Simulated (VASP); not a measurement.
Here is a VASP 6.6.1 calculation.

INCAR

```
PREC     = Accurate       # precision mode
ENCUT    = 520            # plane-wave cutoff, eV
EDIFF    = 1E-6           # SCF threshold, eV
ISMEAR   = -1             # smearing method
SIGMA    = 0.05           # smearing width, eV
LREAL    = False          # projectors in reciprocal space
LASPH    = True           # aspherical terms in the spheres
NELM     = 100            # most SCF steps
ALGO     = Normal         # electronic algorithm
ISIF     = 2              # what is computed and relaxed
LWAVE    = False          # write WAVECAR
LCHARG   = False          # write CHGCAR
GGA      = PE             # functional
NBANDS   = 164            # bands
KPAR     = 4
```

KPOINTS

```
regular mesh
0
Gamma
  3 2 3
```

POSCAR

```
LiLu12
1.0
    7.0200000000      0.0000000000      0.0000000000
   -5.2650000000      9.1192480000      0.0000000000
    0.0000000000      0.0000000000      5.5633500000
Lu Li
12 1
Direct
   -0.0404826462     -0.0167119043     -0.0204193516
    0.1886436584      0.2107081637      0.4403821439
    0.0254067845      0.3539326927     -0.0170041432
    0.1395501321      0.5409766244      0.5028265344
    0.0462848441      0.6971737143      0.0007549408
    0.1948705308      0.9051075264      0.4827307288
    0.5420484192      0.0313732009      0.0082504247
    0.6764576832      0.2543082500      0.4738691616
    0.4506253919      0.2749459166     -0.0711981091
    0.6300316684      0.5408779320      0.6156362623
    0.5125320907      0.7045537088      0.0446853065
    0.6409997414      0.8765086770      0.4760441101
    0.6525571868      0.5197248721      0.1918807912
```

Potentials or basis: VASP PAW PBE potentials, release 64 (Lu, Li_sv).

Run with:

```bash
$ cat potpaw_PBE.64/Lu/POTCAR potpaw_PBE.64/Li_sv/POTCAR > POTCAR
$ mpirun -np 4 vasp_std > vasp.out
```

What does it give for the band gap on the k mesh?

Zero (an odd number of electrons rules out a gap without spin polarisation).

Estimate the largest force.

2.012 eV/Å.

Forces on the atoms (eV/Å):
```
Lu   0.884  0.662 -0.333
Lu  -1.261  0.222  0.129
Lu   0.029 -0.141 -0.045
Lu   0.385  1.176 -0.200
Lu   0.301 -0.078 -0.276
Lu  -0.422 -0.351  0.442
Lu  -0.029 -1.017 -0.428
Lu   0.896 -0.944 -0.347
Lu  -0.364  0.135  0.838
Lu  -0.186  1.183  0.556
Lu  -0.813 -1.275 -1.327
Lu   0.486  0.778  1.482
Li   0.093 -0.351 -0.490
```

Caveat: the k points lie up to 0.38 Å⁻¹ apart, too coarse for converged energies and pressures of a metal; the atoms stand as in a frame of molecular dynamics; spin-orbit coupling is left out, which moves the levels of the heavy elements.
